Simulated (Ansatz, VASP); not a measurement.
**GaN in VASP and in Ansatz**

```
CELL_PARAMETERS angstrom
0.00000 2.10852 2.10852
2.10852 0.00000 2.10852
2.10852 2.10852 0.00000
ATOMIC_POSITIONS crystal
Ga 0.00000 0.00000 0.00000
N 0.50000 0.50000 0.50000
```

Alike in both runs: task single point; functional r2SCAN; k mesh 10 × 10 × 10; no spin polarisation.

```csv
,VASP,Ansatz
version,VASP 6.6.1,Ansatz 0.2.0
potentials or method,"VASP PAW PBE potentials, release 64 (Ga_d, N_h)","plane waves, PAW"
plane-wave cutoff (eV),910,500
occupations,"gaussian, width 0.01 eV",fixed
valence electrons in the cell,18,18
```

```tsv
	VASP	Ansatz	Ansatz less VASP
gap on the k mesh at the Fermi level (eV)	1.18	1.20	+0.021
```

VASP's potentials were made for PBE, not for r2SCAN.

Noted on VASP's run: the cutoff is short for stress, so the pressure is rough.
